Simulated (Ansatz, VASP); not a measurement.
# One calculation of B, two programs

The input INCAR:

```
PREC = Accurate
ENCUT = 520
EDIFF = 1E-6
ISMEAR = -1
SIGMA = 0.1
LREAL = False
LASPH = True
NELM = 100
ALGO = Normal
ISIF = 2
LWAVE = False
LCHARG = False
NBANDS = 10
```

File KPOINTS:

```
regular mesh
0
Gamma
  24 24 5
```

The input POSCAR:

```
B
1.0
    1.6497429064      0.0000000000      0.0000000000
   -0.8248714532      1.4287192667      0.0000000000
    0.0000000000      0.0000000000      6.7440766275
B
2
Direct
    0.3333333333      0.6666666667      0.2500000000
    0.6666666667      0.3333333333      0.7500000000
```

Input for Ansatz:

```yaml
crystal:
  lattice:
    - [1.6497429064, 0.0, 0.0]
    - [-0.8248714532, 1.4287192667, 0.0]
    - [0.0, 0.0, 6.7440766275]
  atoms:
    - { symbol: B, position: [0.3333333333, 0.6666666667, 0.25] }
    - { symbol: B, position: [0.6666666667, 0.3333333333, 0.75] }
hamiltonian:
  xc: lda
  pseudopotentials:
    kind: paw
    azcp:
      B: "pseudopotentials/B.paw.azcp"
basis:
  ecutwfc: 420
  fft_grid_basis: typed
kpoints:
  mp_grid: { grid: [24, 24, 5], shift: [0, 0, 0] }
magnetization:
  spin_polarized: false
scf:
  occupations: { method: fermi_dirac, width: 0.1 }
  lower_state_search: "off"
output:
  stress: true
  write_density: true
  write_potential: true
  elf: true
  volumetric_format: npy
```

Alike in both runs: task single point; functional LDA; k mesh 24 × 24 × 5; occupations fermi-dirac, width 0.1 eV; no spin polarisation.

|  | VASP | Ansatz |
| --- | --- | --- |
| version | VASP 6.6.1 | Ansatz 0.2.0 |
| potentials or method | VASP PAW LDA potentials, release 64 (B), cutoff 520 eV | plane waves (420 eV) with PAW, scalar-relativistic |
| valence electrons in the cell | 6 | 6 |

|  | VASP | Ansatz | Ansatz less VASP |
| --- | --- | --- | --- |
| pressure (GPa) | 18.9 | 18.8 | -0.12 |
| traceless stress, the component that is largest in VASP (GPa) | -18.76 | -18.50 | +0.265 |

Ansatz warns that its potentials were made for another functional, while VASP's fit it. LDA's correlation is that of Perdew and Zunger in VASP and of Perdew and Wang (1992) in Ansatz.
